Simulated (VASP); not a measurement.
# Mg5Te2 (R-3m) in VASP: a series of runs

Runs on Mg5Te2. Level: PBE. Tasks: single point, relaxation of cell and atoms.

All numbers are computed with VASP 6.6.1; they aren't measurements. Logs are shortened: lines on timing, memory, paths and dates and some standing lists are left out, and cuts for length are marked.

## Step 1: The cell of the first run

The structure is trigonal, space group R-3m (No. 166). Conventional cell: a = 6.242 Å, b = 6.242 Å, c = 16.058 Å, α = 90.00°, β = 90.00°, γ = 120.00°. Within 3.7 Å of Mg (site symmetry 3m) lie 4 Te at 2.84 to 3.61 Å and 6 Mg at 3.09 to 3.62 Å. Within 4.1 Å of Mg (site symmetry 2/m) lie 6 Mg at 3.09 to 3.12 Å and 4 Te at 3.12 to 3.23 Å. Within 3.7 Å of Te (site symmetry -3m) lie 8 Mg at 2.84 to 3.12 Å. Within 4.2 Å of Te (site symmetry -3m) lie 12 Mg at 3.23 to 3.61 Å.

## Step 2: Single point, PBE

INCAR

```
SYSTEM = Mg5Te2
PREC = Accurate ; ENCUT = 520
EDIFF = 1E-7 ; ISMEAR = 0
SIGMA = 0.2 ; LREAL = .False.
LASPH = .True. ; NELM = 100
ALGO = Normal ; ISIF = 2
LWAVE = .False. ; LCHARG = .False.
GGA = PE ; NBANDS = 20
```

KPOINTS

```
regular mesh
0
Gamma
  3 3 3
  0 0 0
```

POSCAR

```
Mg5Te2
1.0
    3.1209994533      1.8019098764      5.3527849228
   -3.1209994533      1.8019098764      5.3527849228
    0.0000000000     -3.6038197471      5.3527849247
Mg Te
5 2
Direct
    0.1767385258      0.1767385258      0.1767385258
    0.8232614742      0.8232614742      0.8232614742
    0.5000000000      0.5000000000      0.0000000000
    0.0000000000      0.5000000000      0.5000000000
    0.5000000000      0.0000000000      0.5000000000
    0.0000000000      0.0000000000      0.0000000000
    0.5000000000      0.5000000000      0.5000000000
```

Potentials or basis: VASP PAW PBE potentials, release 64 (Mg, Te).

Started as:

```console
> cat potpaw_PBE.64/Mg/POTCAR potpaw_PBE.64/Te/POTCAR > POTCAR
> mpirun -np 1 vasp_std > vasp.out
```

OUTCAR:

```text
SYSTEM = Mg5Te2
   PREC = Accurate
   ENCUT = 520
   EDIFF = 1E-7
   ISMEAR = 0
   LREAL = .False.
   LASPH = .True.
   NELM = 100
   ISIF = 2
   GGA = PE

 ion  position               nearest neighbor table
   1  0.177  0.177  0.177-   6 2.84   5 3.09   4 3.09   3 3.09   7 3.61   7 3.61   7 3.61   2 3.62
                             2 3.62   2 3.62
   2  0.823  0.823  0.823-   6 2.84   5 3.09   4 3.09   3 3.09   7 3.61   7 3.61   7 3.61   1 3.62
                             1 3.62   1 3.62
   3  0.500  0.500  0.000-   1 3.09   2 3.09   4 3.12   5 3.12   5 3.12   4 3.12   6 3.12   6 3.12
                             7 3.23   7 3.23
   4  0.000  0.500  0.500-   1 3.09   2 3.09   3 3.12   6 3.12   6 3.12   3 3.12   5 3.12   5 3.12
                             7 3.23   7 3.23
   5  0.500  0.000  0.500-   1 3.09   2 3.09   3 3.12   6 3.12   3 3.12   6 3.12   4 3.12   4 3.12
                             7 3.23   7 3.23
   6  0.000  0.000  0.000-   1 2.84   2 2.84   4 3.12   5 3.12   4 3.12   5 3.12   3 3.12   3 3.12

   7  0.500  0.500  0.500-   3 3.23   3 3.23   5 3.23   4 3.23   5 3.23   4 3.23   2 3.61   1 3.61
                             2 3.61   1 3.61   2 3.61   1 3.61

  LATTYP: Found a trigonal (rhomboedric) cell.
 ALAT       =     6.4528926242
 COS(alpha) =     0.5321479855

  Lattice vectors:

 A1 = (   3.1209994533,   1.8019098764,   5.3527849228)
 A2 = (  -3.1209994533,   1.8019098764,   5.3527849228)
 A3 = (   0.0000000000,  -3.6038197471,   5.3527849247)

Analysis of symmetry for initial positions (statically):
=====================================================================
 Subroutine PRICEL returns:
 Original cell was already a primitive cell.

 Routine SETGRP: Setting up the symmetry group for a
 trigonal (rhombohedral) supercell.

 Subroutine GETGRP returns: Found 12 space group operations
 (whereof 12 operations were pure point group operations)
 out of a pool of 12 trial point group operations.

The static configuration has the point symmetry D_3d.

Analysis of symmetry for dynamics (positions and initial velocities):
=====================================================================
 Subroutine PRICEL returns:
 Original cell was already a primitive cell.

 Routine SETGRP: Setting up the symmetry group for a
 trigonal (rhombohedral) supercell.

 Subroutine GETGRP returns: Found 12 space group operations
 (whereof 12 operations were pure point group operations)
 out of a pool of 12 trial point group operations.

The dynamic configuration has the point symmetry D_3d.

 Subroutine INISYM returns: Found 12 space group operations
 (whereof 12 operations are pure point group operations),
 and found     1 'primitive' translations

----------------------------------------------------------------------------------------

                                     Primitive cell

  volume of cell :     180.6167

  direct lattice vectors                    reciprocal lattice vectors
     3.120999453  1.801909876  5.352784923     0.160205091  0.092494452  0.062272880
    -3.120999453  1.801909876  5.352784923    -0.160205091  0.092494452  0.062272880
     0.000000000 -3.603819747  5.352784925     0.000000000 -0.184988904  0.062272880

  length of vectors
     6.452892624  6.452892624  6.452892624     0.195189155  0.195189155  0.195189155

  position of ions in fractional coordinates (direct lattice)
     0.176738526  0.176738526  0.176738526
     0.823261474  0.823261474  0.823261474
     0.500000000  0.500000000  0.000000000
     0.000000000  0.500000000  0.500000000
     0.500000000  0.000000000  0.500000000
     0.000000000  0.000000000  0.000000000
     0.500000000  0.500000000  0.500000000

  ion indices of the primitive-cell ions
   primitive index   ion index
                 1           1
                 2           2
                 3           3
                 4           4
                 5           5
                 6           6
                 7           7

----------------------------------------------------------------------------------------

 KPOINTS: regular mesh

Automatic generation of k-mesh.
 Grid dimensions read from file:
 generate k-points for:    3    3    3

 Generating k-lattice:

  Cartesian coordinates                     Fractional coordinates (reciprocal lattice)
     0.053401697  0.030831484  0.020757627     0.333333333  0.000000000  0.000000000
    -0.053401697  0.030831484  0.020757627     0.000000000  0.333333333  0.000000000
     0.000000000 -0.061662968  0.020757627     0.000000000  0.000000000  0.333333333

  Length of vectors
     0.065063052  0.065063052  0.065063052

  Shift w.r.t. Gamma in fractional coordinates (k-lattice)
     0.000000000  0.000000000  0.000000000

 Subroutine IBZKPT returns following result:
 ===========================================

 Found      6 irreducible k-points:

 Following reciprocal coordinates:
            Coordinates               Weight
  0.000000  0.000000  0.000000      1.000000
  0.333333  0.000000  0.000000      6.000000
  0.333333  0.333333  0.000000      6.000000
 -0.333333  0.333333  0.000000      6.000000
  0.333333  0.333333  0.333333      2.000000
 -0.333333  0.333333  0.333333      6.000000
   k-points           NKPTS =      6   k-points in BZ     NKDIM =      6   number of bands    NBANDS=     20
   number of dos      NEDOS =    301   number of ions     NIONS =      7
   total plane-waves  NPLWV = 110592
   dimension x,y,z NGX =    48 NGY =   48 NGZ =   48
   dimension x,y,z NGXF=    96 NGYF=   96 NGZF=   96
   ions per type =               5   2
   NGX,Y,Z   is equivalent  to a cutoff of  12.37, 12.37, 12.37 a.u.
   NGXF,Y,Z  is equivalent  to a cutoff of  24.73, 24.73, 24.73 a.u.
 SYSTEM =  Mg5Te2
   PREC   = accura    normal or accurate (medium, high low for compatibility)
   ISTART =      0    job   : 0-new  1-cont  2-samecut
   ICHARG =      2    charge: 1-file 2-atom 10-const
   ISPIN  =      1    spin polarized calculation?
   LNONCOLLINEAR =      F non collinear calculations
   LSORBIT =      F    spin-orbit coupling
   LASPH  =      T    aspherical Exc in radial PAW
   ENCUT  =  520.0 eV  38.22 Ry    6.18 a.u.  12.00 12.00 12.00*2*pi/ulx,y,z
   NELM   =    100;   NELMIN=  2; NELMDL= -5     # of ELM steps
   EDIFF  = 0.1E-06   stopping-criterion for ELM
   LREAL  =      F    real-space projection
   EDIFFG = 0.1E-05   stopping-criterion for IOM
   NSW    =      0    number of steps for IOM
   IBRION =     -1    ionic relax: 0-MD 1-quasi-New 2-CG
   NFREE  =      0    steps in history (QN), initial steepest desc. (CG)
   ISIF   =      2    stress and relaxation
   ISYM   =      2    0-nonsym 1-usesym 2-fastsym
   POTIM  = 0.5000    time-step for ionic-motion
   TEBEG  =    0.0;   TEEND  =   0.0 temperature during run
   PSTRESS=    0.0 pullay stress
   NELECT =      22.0000    total number of electrons
   NUPDOWN=      -1.0000    fix difference up-down
   EMIN   =  10.00;   EMAX   =-10.00  energy-range for DOS
   EFERMI =   0.00;   METHOD = LEGACY
   ISMEAR =     0;   SIGMA  =   0.20  broadening in eV -4-tet -1-fermi 0-gaus
   EFERMI_NEDOS =   21; number of points for ismear=-14 and -15
   IALGO  =     38    algorithm
   IMIX   =      4    mixing-type and parameters
     AMIX     =   0.40;   BMIX     =  1.00
     AMIX_MAG =   1.60;   BMIX_MAG =  1.00
  volume/ion in A,a.u.               =      25.80       174.12
  Fermi-wavevector in a.u.,A,eV,Ry     =   0.811515  1.533541  8.960203  0.658556
  Thomas-Fermi vector in A             =   1.920888
   LORBIT       =      0    0 simple, 1 ext, 2 COOP (PROOUT), +10 PAW based schemes
   GGA     = PE    functional components
   LHFCALC =     F    Hartree Fock is set to
   AEXX    =    0.0000 exact exchange contribution
   IVDW    =     0    specifies the selected vdW correction
   LEPSILON=     F    determine dielectric tensor
   LRPA    =     F    only Hartree local field effects (RPA)
 non-spin polarized calculation
 Gauss-broadening in eV      SIGMA  =   0.20
  energy-cutoff  :      520.00
  volume of cell :      180.62
 maximum number of plane-waves:      4881
   NGX = 23   NGY = 23   NGZ = 23

 number of electron      21.9999998 magnetization

 Free energy of the ion-electron system (eV)
  ---------------------------------------------------
  ext. energy  EPLUGINS =         0.00000000
  ---------------------------------------------------
  free energy    TOTEN  =       -15.39250004 eV

  energy without entropy =      -15.34083671  energy(sigma->0) =      -15.36666838

 E-fermi :   4.6168     XC(G=0):  -8.7439

 val. band max:        4.4271075351   @ k =  -0.3333   0.3333   0.0000
 cond. band min:       4.6664104033   @ k =  -0.3333   0.3333   0.3333
 fundamental gap:      0.2393028682
 Fermi energy:         4.6168336169

 k-point     1 :       0.0000    0.0000    0.0000
  band No.  band energies     occupation
      1      -7.8247      2.00000
      2      -6.8457      2.00000
      3      -0.1852      2.00000
      4       0.1589      2.00000
      5       0.1589      2.00000
      6       0.5569      2.00000
[... 12 lines left out ...]
     19       9.1095      0.00000
     20      10.6293      0.00000

 k-point     2 :       0.3333    0.0000    0.0000
  band No.  band energies     occupation
      1      -7.6378      2.00000
      2      -7.0023      2.00000
      3      -0.6980      2.00000
      4      -0.2871      2.00000
      5       0.0129      2.00000
      6       0.1272      2.00000
[... 12 lines left out ...]
     19       8.8019      0.00000
     20       9.3237      0.00000

 k-point     3 :       0.3333    0.3333    0.0000
  band No.  band energies     occupation
      1      -7.6208      2.00000
      2      -6.9818      2.00000
      3      -1.4225      2.00000
      4      -0.6202      2.00000
      5      -0.3996      2.00000
      6       1.1698      2.00000
[... 12 lines left out ...]
     19       8.4106      0.00000
     20       8.6919      0.00000

 k-point     4 :      -0.3333    0.3333    0.0000
  band No.  band energies     occupation
      1      -7.5277      2.00000
      2      -7.0600      2.00000
      3      -1.4570      2.00000
      4      -0.9278      2.00000
      5      -0.4308      2.00000
      6       0.8913      2.00000
[... 12 lines left out ...]
     19       8.1171      0.00000
     20       8.1895      0.00000

 k-point     5 :       0.3333    0.3333    0.3333
  band No.  band energies     occupation
      1      -7.6558      2.00000
      2      -7.0028      2.00000
      3      -0.7087      2.00000
      4      -0.4590      2.00000
      5       0.2133      2.00000
      6       0.2133      2.00000
[... 12 lines left out ...]
     19       8.0404      0.00000
     20       9.6976      0.00000

 k-point     6 :      -0.3333    0.3333    0.3333
  band No.  band energies     occupation
      1      -7.5387      2.00000
      2      -7.0585      2.00000
      3      -1.5094      2.00000
      4      -0.9112      2.00000
      5      -0.2285      2.00000
      6       0.6884      2.00000
[... 12 lines left out ...]
     19       8.0423      0.00000
     20       8.5433      0.00000

------------------------ aborting loop because EDIFF is reached ----------------------------------------

  FORCE on cell =-STRESS in cart. coord.  units (eV):
  Direction    XX          YY          ZZ          XY          YZ          ZX
  --------------------------------------------------------------------------------------
  -------------------------------------------------------------------------------------
  Total       -0.4583107     -0.4583107     -0.1301222      0.0000000      0.0000000     -0.0000000
  in kB       -4.0654888     -4.0654888     -1.1542613      0.0000000      0.0000000     -0.0000000
  external PRESSURE =      -3.0950796 kB  Pullay stress =       0.0000000 kB

 VOLUME and BASIS-vectors are now :
 -----------------------------------------------------------------------------
  energy-cutoff  :      520.00
  volume of cell :      180.62
      direct lattice vectors                 reciprocal lattice vectors
     3.120999453  1.801909876  5.352784923     0.160205091  0.092494452  0.062272880
    -3.120999453  1.801909876  5.352784923    -0.160205091  0.092494452  0.062272880
     0.000000000 -3.603819747  5.352784925     0.000000000 -0.184988904  0.062272880

 POSITION                                       TOTAL-FORCE (eV/Angst)
 -----------------------------------------------------------------------------------
      0.00000      0.00000      2.83813         0.000000      0.000000      0.067709
      0.00000      0.00000     13.22022         0.000000     -0.000000     -0.067709
      0.00000      1.80191      5.35278         0.000000      0.000000     -0.000000
     -1.56050     -0.90095      5.35278        -0.000000      0.000000     -0.000000
      1.56050     -0.90095      5.35278        -0.000000      0.000000     -0.000000
      0.00000      0.00000      0.00000         0.000000      0.000000     -0.000000
      0.00000      0.00000      8.02918         0.000000      0.000000     -0.000000
 -----------------------------------------------------------------------------------
    total drift:                                0.000000      0.000000     -0.000000

  FREE ENERGIE OF THE ION-ELECTRON SYSTEM (eV)
  ---------------------------------------------------
  free  energy   TOTEN  =       -15.3925000444 eV

  energy  without entropy=      -15.3408367104  energy(sigma->0) =      -15.36666838
```

Run time: 18 s. Hardware: 1 thread of Intel Xeon 6975P-C (Granite Rapids), shared host; peak memory 0.31 GiB.

Results:

```yaml
Free_energy: -15.3925 eV
Pressure: -0.3 GPa
Largest_force: 0.068 eV/Å
Band_gap_on_the_k_mesh: zero (band 11 reaches 4.90 eV, above the bottom of band 12 at 3.31 eV)
```

Forces on the atoms (eV/Å):
```
Mg   0.000  0.000  0.068
Mg   0.000  0.000 -0.068
Mg   0.000  0.000  0.000
Mg   0.000  0.000  0.000
Mg   0.000  0.000  0.000
Te   0.000  0.000  0.000
Te   0.000  0.000  0.000
```

Levels at points of the mesh, in eV from the Fermi level:
| k point | band 8 | band 9 | band 10 | band 11 | band 12 | band 13 | band 14 | band 15 |
| --- | --- | --- | --- | --- | --- | --- | --- | --- |
| (0.00, 0.00, 0.00) | -3.03 | -3.03 | -2.06 | -1.74 | -1.31 | -1.31 | 0.54 | 0.54 |

Caveat: the k points lie up to 0.41 Å⁻¹ apart; spin-orbit coupling is left out, which moves the levels of the heavy elements.

## Step 3: Relaxation of cell and atoms, PBE

This run uses another cell than the first one, of 24.80 Å³/atom, 0.961 times its volume.

INCAR

```
  PREC = Accurate
  ENCUT = 600
  EDIFF = 1E-6
  ISMEAR = 0
  SIGMA = 0.2
  LREAL = F
  LASPH = T
  NELM = 100
  ALGO = Normal
  ISIF = 3
  LWAVE = F
  LCHARG = F
  GGA = PE
  IBRION = 2
  NSW = 36
  EDIFFG = -0.08
```

KPOINTS

```
regular mesh
0
Gamma
  3 3 3
```

POSCAR

```
Mg5Te2
1.0
    3.2578204000      1.8809034900      4.7211778500
   -3.2578204000      1.8809034900      4.7211778500
    0.0000000000     -3.7618069700      4.7211778500
Mg Te
5 2
Direct
    0.2548465100      0.2548465100      0.2548465100
    0.7451534900      0.7451534900      0.7451534900
    0.5000000000      0.5000000000      0.0000000000
    0.0000000000      0.5000000000      0.5000000000
    0.5000000000      0.0000000000      0.5000000000
    0.0000000000      0.0000000000      0.0000000000
    0.5000000000      0.5000000000      0.5000000000
```

Potentials or basis: VASP PAW PBE potentials, release 64 (Mg, Te).

Started as:

```console
> cat potpaw_PBE.64/Mg/POTCAR potpaw_PBE.64/Te/POTCAR > POTCAR
> mpirun -np 1 vasp_std > vasp.out
```

Run time: 3.6 min. Hardware: 1 thread of Intel Xeon 6975P-C (Granite Rapids), shared host; peak memory 0.34 GiB.

It converged, with:

| Property | Result |
| --- | --- |
| Free energy | -15.3934 eV |
| Relaxed volume | 25.43 Å³/atom |
| Relaxed cell | a = 6.445 Å, b = 6.445 Å, c = 6.445 Å, α = 57.41°, β = 57.41°, γ = 57.41° |
| Space group after relaxing (to 0.05 Å) | R-3m (No. 166) |
| Energy gained by relaxing | 1325.7 meV/atom |
| Ionic steps | 20 |
| Pressure after relaxing | 0.2 GPa |
| Largest force after relaxing | 0.073 eV/Å |
| Band gap on the k mesh | zero (band 11 reaches 5.00 eV, above the bottom of band 12 at 3.43 eV) |

Forces in eV/Å, atoms in the order of the input:
```
Mg   0.000  0.000  0.073
Mg   0.000  0.000 -0.073
Mg   0.000  0.000  0.000
Mg   0.000  0.000  0.000
Mg   0.000  0.000  0.000
Te   0.000  0.000  0.000
Te   0.000  0.000  0.000
```

Stress tensor (GPa, compression positive):
```
 0.26  0.00  0.00
 0.00  0.26  0.00
 0.00  0.00 -0.03
```

The path:
```tsv
step	energy change (eV)	largest force (eV/Å)	pressure (GPa)	volume (Å³)
1	0.0000	7.5422	15.67	173.58
2	-5.8278	2.5682	-1.39	241.92
3	-5.9454	2.0774	-2.48	254.09
4	-6.6991	2.0435	-2.43	238.04
5	-8.4132	1.1713	-0.04	193.96
6	5.5063	22.0714	54.99	122.77
7	-8.1903	1.7073	0.72	190.95
8	-7.4548	1.9208	11.28	154.37
9	-8.3391	1.3592	2.21	181.28
10	-8.3697	0.7777	3.93	173.09
11	-8.7462	0.1470	3.36	171.40
12	-8.8654	1.2477	3.58	169.09
13	-9.2037	0.5941	0.81	176.92
14	-9.2497	0.2615	-0.83	183.67
15	-9.2544	0.3196	-0.52	182.20
16	-9.2545	0.3306	-0.46	181.93
17	-9.2645	0.2791	-0.26	180.62
18	-9.2754	0.1604	0.25	177.66
19	-9.2756	0.1405	0.36	177.17
20	-9.2800	0.0726	0.16	178.00
```

Final structure:
```
Mg Te
1.0
     3.09545    1.78716    5.36268
    -3.09545    1.78716    5.36268
     0.00000   -3.57432    5.36268
Mg Te
5 2
Direct
  0.17656 0.17656 0.17656
  0.82344 0.82344 0.82344
  0.50000 0.50000 0.00000
  0.00000 0.50000 0.50000
  0.50000 0.00000 0.50000
  0.00000 0.00000 0.00000
  0.50000 0.50000 0.50000
```

Levels at points of the mesh, in eV from the Fermi level:
| k point | band 8 | band 9 | band 10 | band 11 | band 12 | band 13 | band 14 | band 15 |
| --- | --- | --- | --- | --- | --- | --- | --- | --- |
| (0.00, 0.00, 0.00) | -3.08 | -3.08 | -2.06 | -1.81 | -1.31 | -1.31 | 0.51 | 0.51 |

Caveat: the k points lie up to 0.41 Å⁻¹ apart in the final cell; spin-orbit coupling is left out, which moves the levels of the heavy elements; the relaxation stopped at a loose force limit of 0.08 eV/Å, so its end isn't a converged minimum.

(Continued in part 2 of 2.)
